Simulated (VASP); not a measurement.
# Ba (Immm) in VASP: notebook

Ba is run at these levels: LDA; tasks: single point.

Program: VASP 6.6.1. These are calculated values, not measurements. Logs are shortened: lines on timing, memory, paths and dates and some standing lists are left out, and cuts for length are marked.

### Step 1. The cell of the first run

It takes space group Immm (No. 71, orthorhombic). Conventional cell: a = 4.526 Å, b = 4.617 Å, c = 6.465 Å, α = 90.00°, β = 90.00°, γ = 90.00°.

### Step 2. Single point, LDA (strain -0.0200 x Voigt [0, 0, 0, 0, 1, 0])

The input, INCAR:

```
SYSTEM = Ba
  ALGO = Fast
  EDIFF = 1E-6
  ENCUT = 520
  ISIF = 2
  ISMEAR = 0
  LASPH = .TRUE.
  LCHARG = .FALSE.
  LREAL = .FALSE.
  LWAVE = .FALSE.
  NBANDS = 11
  NELM = 80
  PREC = Accurate
  SIGMA = 0.15
```

The input, KPOINTS:

```
k-points
0
G
  14 14 14
  0 0 0
```

The input, POSCAR:

```
Ba
1.0
   -0.0323266500      3.2326650028      3.2326650028
    3.2003383528      0.0000000000      3.2003383528
    3.2326650028      3.2326650028     -0.0323266500
Ba
1
Direct
    0.0000000000      0.0000000000      0.0000000000
```

Potentials or basis: VASP PAW LDA potentials, release 64 (Ba_sv).

The run is started by

```
$ cat potpaw_LDA.64/Ba_sv/POTCAR > POTCAR
$ mpirun -np 1 vasp_std > vasp.out
```

OUTCAR:

```text
SYSTEM = Ba
   EDIFF = 1E-6
   ENCUT = 520
   ISIF = 2
   ISMEAR = 0
   LASPH = .TRUE.
   LREAL = .FALSE.
   NELM = 80
   PREC = Accurate

 ion  position               nearest neighbor table
   1  0.000  0.000  0.000-

  LATTYP: Found a body centered orthorhombic cell.
 ALAT       =     4.5259619027
 B/A-ratio  =     1.0202020202
 C/A-ratio  =     1.4284985478

  Lattice vectors:

 A1 = (   3.2326650028,  -3.2326650028,  -0.0323266500)
 A2 = (  -3.2326650028,  -3.2326650028,   0.0323266500)
 A3 = (   0.0323266500,   3.2326650028,  -3.2326650028)

Analysis of symmetry for initial positions (statically):
=====================================================================
 Subroutine PRICEL returns:
 Original cell was already a primitive cell.

 Routine SETGRP: Setting up the symmetry group for a
 body centered orthorhombic supercell.

 Subroutine GETGRP returns: Found  8 space group operations
 (whereof  8 operations were pure point group operations)
 out of a pool of  8 trial point group operations.

The static configuration has the point symmetry D_2h.

Analysis of symmetry for dynamics (positions and initial velocities):
=====================================================================
 Subroutine PRICEL returns:
 Original cell was already a primitive cell.

 Routine SETGRP: Setting up the symmetry group for a
 body centered orthorhombic supercell.

 Subroutine GETGRP returns: Found  8 space group operations
 (whereof  8 operations were pure point group operations)
 out of a pool of  8 trial point group operations.

The dynamic configuration has the point symmetry D_2h.

 Subroutine INISYM returns: Found  8 space group operations
 (whereof  8 operations are pure point group operations),
 and found     1 'primitive' translations

----------------------------------------------------------------------------------------

                                     Primitive cell

  volume of cell :      67.5567

  direct lattice vectors                    reciprocal lattice vectors
    -0.032326650  3.232665003  3.232665003    -0.153139748  0.154671146  0.153139748
     3.200338353  0.000000000  3.200338353     0.156233481 -0.154671146  0.156233481
     3.232665003  3.232665003 -0.032326650     0.153139748  0.154671146 -0.153139748

  length of vectors
     4.571792980  4.525961903  4.571792980     0.266132915  0.269705329  0.266132915

  position of ions in fractional coordinates (direct lattice)
     0.000000000  0.000000000  0.000000000

  ion indices of the primitive-cell ions
   primitive index   ion index
                 1           1

----------------------------------------------------------------------------------------

 KPOINTS: k-points

Automatic generation of k-mesh.
 Grid dimensions read from file:
 generate k-points for:   14   14   14

 Generating k-lattice:

  Cartesian coordinates                     Fractional coordinates (reciprocal lattice)
    -0.010938553  0.011047939  0.010938553     0.071428571  0.000000000  0.000000000
     0.011159534 -0.011047939  0.011159534     0.000000000  0.071428571  0.000000000
     0.010938553  0.011047939 -0.010938553     0.000000000  0.000000000  0.071428571

  Length of vectors
     0.019009494  0.019264666  0.019009494

  Shift w.r.t. Gamma in fractional coordinates (k-lattice)
     0.000000000  0.000000000  0.000000000

 Subroutine IBZKPT returns following result:
 ===========================================

 Found    428 irreducible k-points:

 Following reciprocal coordinates:
            Coordinates               Weight
  0.000000  0.000000  0.000000      1.000000
  0.071429  0.000000  0.000000      4.000000
  0.142857  0.000000 -0.000000      4.000000
  0.214286  0.000000  0.000000      4.000000
  0.285714  0.000000 -0.000000      4.000000
  0.357143  0.000000 -0.000000      4.000000
[... 16 lines left out ...]
  0.000000  0.142857  0.000000      4.000000
  0.071429  0.142857 -0.000000      8.000000
 [... further k-points ...]
   k-points           NKPTS =    428   k-points in BZ     NKDIM =    428   number of bands    NBANDS=     11
   number of dos      NEDOS =    301   number of ions     NIONS =      1
   total plane-waves  NPLWV =  46656
   dimension x,y,z NGX =    36 NGY =   36 NGZ =   36
   dimension x,y,z NGXF=    72 NGYF=   72 NGZF=   72
   ions per type =               1
   NGX,Y,Z   is equivalent  to a cutoff of  13.09, 13.22, 13.09 a.u.
   NGXF,Y,Z  is equivalent  to a cutoff of  26.18, 26.45, 26.18 a.u.
 SYSTEM =  Ba
   PREC   = accura    normal or accurate (medium, high low for compatibility)
   ISTART =      0    job   : 0-new  1-cont  2-samecut
   ICHARG =      2    charge: 1-file 2-atom 10-const
   ISPIN  =      1    spin polarized calculation?
   LNONCOLLINEAR =      F non collinear calculations
   LSORBIT =      F    spin-orbit coupling
   LASPH  =      T    aspherical Exc in radial PAW
   ENCUT  =  520.0 eV  38.22 Ry    6.18 a.u.   8.50  8.42  8.50*2*pi/ulx,y,z
   NELM   =     80;   NELMIN=  2; NELMDL= -5     # of ELM steps
   EDIFF  = 0.1E-05   stopping-criterion for ELM
   LREAL  =      F    real-space projection
   EDIFFG = 0.1E-04   stopping-criterion for IOM
   NSW    =      0    number of steps for IOM
   IBRION =     -1    ionic relax: 0-MD 1-quasi-New 2-CG
   NFREE  =      0    steps in history (QN), initial steepest desc. (CG)
   ISIF   =      2    stress and relaxation
   ISYM   =      2    0-nonsym 1-usesym 2-fastsym
   POTIM  = 0.5000    time-step for ionic-motion
   TEBEG  =    0.0;   TEEND  =   0.0 temperature during run
   PSTRESS=    0.0 pullay stress
   NELECT =      10.0000    total number of electrons
   NUPDOWN=      -1.0000    fix difference up-down
   EMIN   =  10.00;   EMAX   =-10.00  energy-range for DOS
   EFERMI =   0.00;   METHOD = LEGACY
   ISMEAR =     0;   SIGMA  =   0.15  broadening in eV -4-tet -1-fermi 0-gaus
   EFERMI_NEDOS =   21; number of points for ismear=-14 and -15
   IALGO  =     68    algorithm
   IMIX   =      4    mixing-type and parameters
     AMIX     =   0.40;   BMIX     =  1.00
     AMIX_MAG =   1.60;   BMIX_MAG =  1.00
  volume/ion in A,a.u.               =      67.56       455.90
  Fermi-wavevector in a.u.,A,eV,Ry     =   0.866001  1.636505 10.203804  0.749958
  Thomas-Fermi vector in A             =   1.984327
   LORBIT       =      0    0 simple, 1 ext, 2 COOP (PROOUT), +10 PAW based schemes
   GGA     = CA    functional components
   LHFCALC =     F    Hartree Fock is set to
   AEXX    =    0.0000 exact exchange contribution
   IVDW    =     0    specifies the selected vdW correction
   LEPSILON=     F    determine dielectric tensor
   LRPA    =     F    only Hartree local field effects (RPA)
 non-spin polarized calculation
 RMM-DIIS sequential band-by-band and
 Gauss-broadening in eV      SIGMA  =   0.15
  energy-cutoff  :      520.00
  volume of cell :       67.56
 maximum number of plane-waves:      1842
 NGX is ok and might be reduce to    36
   NGX = 17   NGY = 17   NGZ = 17

 number of electron      10.0000000 magnetization

 Free energy of the ion-electron system (eV)
  ---------------------------------------------------
  ext. energy  EPLUGINS =         0.00000000
  ---------------------------------------------------
  free energy    TOTEN  =        -2.16966898 eV

  energy without entropy =       -2.15083056  energy(sigma->0) =       -2.16024977

 E-fermi :   1.2552     XC(G=0):  -7.3895

 val. band max:        1.2532683400   @ k =   0.4286  -0.2857   0.2143
 cond. band min:       1.2577662610   @ k =   0.3571  -0.3571   0.1429
 fundamental gap:      0.0044979210
 Fermi energy:         1.2552330021

 k-point     1 :       0.0000    0.0000    0.0000
  band No.  band energies     occupation
      1     -27.7130      2.00000
      2     -12.7194      2.00000
      3     -12.7145      2.00000
      4     -12.7086      2.00000
      5      -1.5079      2.00000
      6       2.8077      0.00000
      7       2.8801      0.00000
      8       2.9636      0.00000
      9       4.3227      0.00000
     10       4.3232      0.00000
     11       7.1375      0.00000

 k-point     2 :       0.0714    0.0000    0.0000
  band No.  band energies     occupation
      1     -27.7116      2.00000
      2     -12.7371      2.00000
      3     -12.7182      2.00000
      4     -12.7111      2.00000
      5      -1.4249      2.00000
      6       2.7303      0.00000
      7       2.8978      0.00000
      8       3.0039      0.00000
      9       4.2726      0.00000
     10       4.2755      0.00000
     11       7.3376      0.00000

 k-point     3 :       0.1429    0.0000   -0.0000
  band No.  band energies     occupation
      1     -27.7077      2.00000
      2     -12.7898      2.00000
      3     -12.7246      2.00000
      4     -12.7181      2.00000
      5      -1.1866      2.00000
      6       2.5048      0.00000
      7       2.9752      0.00000
      8       3.0954      0.00000
      9       4.1828      0.00000
     10       4.1931      0.00000
     11       7.7558      0.00000

 k-point     4 :       0.2143    0.0000    0.0000
  band No.  band energies     occupation
      1     -27.7020      2.00000
      2     -12.8647      2.00000
      3     -12.7337      2.00000
      4     -12.7282      2.00000
      5      -0.8275      2.00000
      6       2.2521      0.00000
      7       3.0154      0.00000
      8       3.1420      0.00000
      9       4.2033      0.00000
     10       4.2283      0.00000
     11       7.4710      0.00000
[... 239 lines left out ...]
 k-point    22 :      -0.0714    0.0714    0.0000
  band No.  band energies     occupation
      1     -27.7092      2.00000
      2     -12.7611      2.00000
      3     -12.7285      2.00000
      4     -12.7168      2.00000
      5      -1.2863      2.00000
      6       2.6269      0.00000
      7       2.9384      0.00000
      8       3.0465      0.00000
      9       4.0826      0.00000
     10       4.3113      0.00000
     11       7.6543      0.00000

 k-point    23 :       0.0000    0.1429    0.0000
  band No.  band energies     occupation
      1     -27.7072      2.00000
      2     -12.7862      2.00000
      3     -12.7289      2.00000
      4     -12.7232      2.00000
      5      -1.1762      2.00000
      6       2.5764      0.00000
      7       2.9490      0.00000
      8       3.0643      0.00000
      9       4.1476      0.00000
     10       4.1574      0.00000
     11       7.7587      0.00000

 k-point    24 :       0.0714    0.1429   -0.0000
  band No.  band energies     occupation
      1     -27.7076      2.00000
      2     -12.7726      2.00000
      3     -12.7312      2.00000
      4     -12.7273      2.00000
      5      -1.2017      2.00000
      6       2.5603      0.00000
      7       2.9963      0.00000
      8       3.0650      0.00000
      9       3.9197      0.00000
     10       4.3642      0.00000
     11       7.8289      0.00000

 [... further k-points ...]
[... 5 lines left out ...]
  --------------------------------------------------------------------------------------
  -------------------------------------------------------------------------------------
  Total       -0.6605524     -0.6642163     -0.6605524     -0.0000000     -0.0000000      0.0658936
  in kB      -15.6656778    -15.7525705    -15.6656778     -0.0000000     -0.0000000      1.5627340
  external PRESSURE =     -15.6946420 kB  Pullay stress =       0.0000000 kB

 VOLUME and BASIS-vectors are now :
 -----------------------------------------------------------------------------
  energy-cutoff  :      520.00
  volume of cell :       67.56
      direct lattice vectors                 reciprocal lattice vectors
    -0.032326650  3.232665003  3.232665003    -0.153139748  0.154671146  0.153139748
     3.200338353  0.000000000  3.200338353     0.156233481 -0.154671146  0.156233481
     3.232665003  3.232665003 -0.032326650     0.153139748  0.154671146 -0.153139748

 POSITION                                       TOTAL-FORCE (eV/Angst)
 -----------------------------------------------------------------------------------
      0.00000      0.00000      0.00000        -0.000000      0.000000     -0.000000
 -----------------------------------------------------------------------------------
    total drift:                               -0.000000     -0.000000     -0.000000

  FREE ENERGIE OF THE ION-ELECTRON SYSTEM (eV)
  ---------------------------------------------------
  free  energy   TOTEN  =        -2.1696689843 eV

  energy  without entropy=       -2.1508305583  energy(sigma->0) =       -2.16024977
```

It took 5 min on 1 thread of Oxide Virtual Turin-like, shared host; peak memory 0.39 GiB.

What came out:

```yaml
Free_energy: -2.1697 eV
Pressure: -1.6 GPa
Band_gap_on_the_k_mesh: zero (bands 5 and 6 overlap by 0.25 eV)
```

Stress tensor (GPa, compression positive):
```
-1.57  0.00  0.16
 0.00 -1.58  0.00
 0.16  0.00 -1.57
```

Caveat: the cell differs from its parent crystal (strain -0.0200 x Voigt [0, 0, 0, 0, 1, 0]); spin-orbit coupling is left out, which moves the levels of the heavy elements.

### Step 3. Single point, LDA (strain +0.0150 x Voigt [0, 0, 0, 0, 1, 0])

The input, INCAR:

```
PREC = Accurate
ENCUT = 520
EDIFF = 1E-6
ISMEAR = 0
SIGMA = 0.15
LREAL = False
LASPH = True
NELM = 100
ALGO = Fast
ISIF = 2
LWAVE = False
LCHARG = False
GGA = CA
NBANDS = 11
```

The input, KPOINTS:

```
Automatic mesh
0
Gamma
  14 14 14
```

The input, POSCAR:

```
Ba
1.0
    0.0242449875      3.2326650028      3.2326650028
    3.2569099903      0.0000000000      3.2569099903
    3.2326650028      3.2326650028      0.0242449875
Ba
1
Direct
    0.0000000000      0.0000000000      0.0000000000
```

Potentials or basis: VASP PAW LDA potentials, release 64 (Ba_sv).

The run is started by

```
$ cat potpaw_LDA.64/Ba_sv/POTCAR > POTCAR
$ mpirun -np 1 vasp_std > vasp.out
```

It took 2.9 min on 1 thread of Oxide Virtual Turin-like, shared host; peak memory 0.39 GiB.

Results (log left out):

| Item | Value |
| --- | --- |
| Free energy | -2.1699 eV |
| Pressure | -1.6 GPa |
| Band gap on the k mesh | zero (bands 5 and 6 overlap by 0.24 eV) |

Stress tensor (GPa, compression positive):
```
-1.57  0.00 -0.12
 0.00 -1.57  0.00
-0.12  0.00 -1.57
```

Levels at points of the mesh, in eV from the Fermi level:
| k point | band 3 | band 4 | band 5 | band 6 | band 7 | band 8 |
| --- | --- | --- | --- | --- | --- | --- |
| (0.00, 0.00, 0.00) | -13.97 | -13.97 | -2.76 | 1.57 | 1.63 | 1.69 |
| (0.50, 0.00, 0.00) | -14.02 | -14.02 | -0.96 | 0.96 | 1.45 | 1.54 |
| (0.00, 0.50, 0.00) | -14.02 | -14.02 | -0.98 | 0.91 | 1.47 | 1.56 |
| (0.50, 0.50, 0.00) | -14.10 | -14.10 | -0.75 | -0.15 | 1.85 | 4.17 |
| (0.50, 0.00, 0.50) | -14.11 | -14.10 | -0.75 | -0.15 | 1.85 | 4.18 |

Caveat: the cell differs from its parent crystal (strain +0.0150 x Voigt [0, 0, 0, 0, 1, 0]); spin-orbit coupling is left out, which moves the levels of the heavy elements.
